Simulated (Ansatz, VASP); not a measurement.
Two plane-wave programs on KCl

File INCAR:

```
SYSTEM = KCl
ALGO     = Normal         ! electronic algorithm
EDIFF    = 1E-6           ! SCF threshold, eV
ENCUT    = 520            ! plane-wave cutoff, eV
GGA      = PS             ! functional
ISIF     = 2              ! what is computed and relaxed
ISMEAR   = 0              ! smearing method
LASPH    = .TRUE.         ! aspherical terms in the spheres
LCHARG   = .FALSE.        ! write CHGCAR
LREAL    = .FALSE.        ! projectors in reciprocal space
LWAVE    = .FALSE.        ! write WAVECAR
NBANDS   = 24             ! bands
NELM     = 80             ! most SCF steps
PREC     = Accurate       ! precision mode
SIGMA    = 0.05           ! smearing width, eV
```

The input KPOINTS:

```
k-points
0
G
  6 6 6
  0 0 0
```

The input POSCAR:

```
KCl
1.0
    0.0000000000     -3.1207041401     -3.1207041401
   -3.1207041401      0.0000000000     -3.1207041401
    3.1207041401      3.1207041401     -6.2414082803
K Cl
2 2
Direct
    0.4570818331      0.5646575604      0.4967459532
    0.0624424475      0.9288343460     -0.0032540468
    0.7392331991      0.7535889336      0.7535889336
    0.2392331991      0.2535889336      0.2535889336
```

Input for Ansatz:

```yaml
crystal:
  lattice:
    - [0.0, -3.1207041401, -3.1207041401]
    - [-3.1207041401, 0.0, -3.1207041401]
    - [3.1207041401, 3.1207041401, -6.2414082803]
  atoms:
    - { symbol: K, position: [0.4570818331, 0.5646575604, 0.4967459532] }
    - { symbol: K, position: [0.0624424475, 0.928834346, -0.0032540468] }
    - { symbol: Cl, position: [0.7392331991, 0.7535889336, 0.7535889336] }
    - { symbol: Cl, position: [0.2392331991, 0.2535889336, 0.2535889336] }
basis:
  ecutwfc: 420
kpoints:
  mp_grid: { grid: [6, 6, 6] }
hamiltonian:
  xc: pbesol
scf:
  occupations: { method: gaussian, width: 0.05 }
output:
  forces: true
  stress: true
  eigenvalues: true
```

Change from the starting cell: mode 4 frozen in at -0.272 Å and mode 9 at -0.045 Å (largest displacements).

Alike in both runs: task single point; functional PBEsol; k mesh 6 × 6 × 6; occupations gaussian, width 0.05 eV; no spin polarisation.

|  | VASP | Ansatz |
| --- | --- | --- |
| version | VASP 6.6.1 | Ansatz 0.2.0 |
| potentials or method | VASP PAW PBE potentials, release 64 (K_sv, Cl), cutoff 520 eV | scalar-relativistic, plane waves, PAW |
| valence electrons in the cell | 32 | 32 |

|  | VASP | Ansatz | Ansatz less VASP |
| --- | --- | --- | --- |
| gap on the k mesh at the Fermi level (eV) | 5.10 | 5.11 | +0.004 |
| least direct gap on the mesh (eV) | 5.10 | 5.11 | +0.004 |
| pressure (GPa) | 0.7 | 0.7 | -0.06 |
| traceless stress, the component that is largest in VASP (GPa) | -0.66 | -0.64 | +0.014 |
| rms of the force components (eV/Å) | 0.200 | 0.196 | -0.0042 |

VASP's potentials were made for PBE, not for PBEsol. Atom by atom the forces differ by 0.004 eV/Å (rms over components). The functional is the same, so the differences come from potentials, cutoffs and numerics.
